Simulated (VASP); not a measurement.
AlGa3N4, 8 atoms in the cell. It takes space group P-43m (No. 215, cubic). Conventional cell: a = 4.497 Å, b = 4.497 Å, c = 4.497 Å, α = 90.00°, β = 90.00°, γ = 90.00°. Within 2.5 Å of Al (site symmetry -43m) lie 4 N at 1.91 Å. Ga (site symmetry -42m) has 4 N at 1.96 Å within 2.6 Å. Within 2.5 Å of N (site symmetry 3m) lie 1 Al at 1.91 Å and 3 Ga at 1.96 Å. 

| Item | Value |
| --- | --- |
| Program | VASP 6.6.1 |
| Task | single point |
| Functional | PBEsol |
| Potentials or basis | VASP PAW PBE potentials, release 64 (Al, Ga_d, N) |
| Cutoff | 520 eV |
| k mesh | 6 × 6 × 6 |
| Occupations | gaussian, width 0.01 eV |
| Spin | no spin polarisation |
| Dipole correction | no |
| Further INCAR settings | ALGO = Normal; EDIFF = 1e-07; NBANDS = 41 |

Potentials or basis: VASP PAW PBE potentials, release 64 (Al, Ga_d, N).

Command:

```bash
$ cat potpaw_PBE.64/Al/POTCAR potpaw_PBE.64/Ga_d/POTCAR potpaw_PBE.64/N/POTCAR > POTCAR
$ mpirun -np 1 vasp_std > vasp.out
```

Hardware: 1 thread of AMD EPYC 9R45 96-Core Processor (Zen 5), with other jobs on the host.

Estimate the wall time of this run.

Run time: 51 s on 1 thread of AMD EPYC 9R45 96-Core Processor (Zen 5), with other jobs on the host, peak memory 0.19 GiB. Counts: scf iterations 15, k points 20.
